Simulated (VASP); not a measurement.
A run of VASP 6.6.1:

The input POSCAR:

```
TaN
1.0
    2.9956224723      0.0000000000      0.0000000000
   -1.4978112361      2.5942851611      0.0000000000
    0.0000000000      0.0000000000      2.9395437670
Ta N
1 1
Direct
    0.0000000000      0.0000000000      0.5000000000
    0.6666666667      0.3333333333      0.0000000000
```

File INCAR.step1:

```
PREC = Accurate ; ENCUT = 520
EDIFF = 1E-5 ; ISMEAR = -1
SIGMA = 0.05 ; LREAL = F
LASPH = T ; NELM = 100
ALGO = Normal ; ISIF = 2
LWAVE = T ; GGA = PE
NBANDS = 15
```

The input INCAR.step2:

```
PREC = Accurate ; ENCUT = 520
EDIFF = 1E-6 ; ISMEAR = -1
SIGMA = 0.05 ; LREAL = F
LASPH = T ; NELM = 100
ALGO = Normal ; ISIF = 2
LWAVE = F ; LCHARG = T
GGA = PE ; LHFCALC = T
HFSCREEN = 0.2079 ; PRECFOCK = Normal
LELF = T ; LVHAR = T
ISTART = 1 ; NBANDS = 15
```

File KPOINTS:

```
regular mesh
0
Gamma
  6 6 6
```

Potentials or basis: VASP PAW PBE potentials, release 64 (Ta_pv, N).

Run with:

```console
$ cat potpaw_PBE.64/Ta_pv/POTCAR potpaw_PBE.64/N/POTCAR > POTCAR
$ cp INCAR.step1 INCAR
$ mpirun -np 1 vasp_std > vasp.out
$ cp INCAR.step2 INCAR
$ mpirun -np 1 vasp_std > vasp.out
```

Hardware: 1 thread of AMD EPYC 7R43 64-Core Processor (Zen 3), on a shared host.

Estimate the wall time of this run.

Run time: 45 min on 1 thread of AMD EPYC 7R43 64-Core Processor (Zen 3) (shared host), peak memory 0.23 GiB. Counts: k points 28.
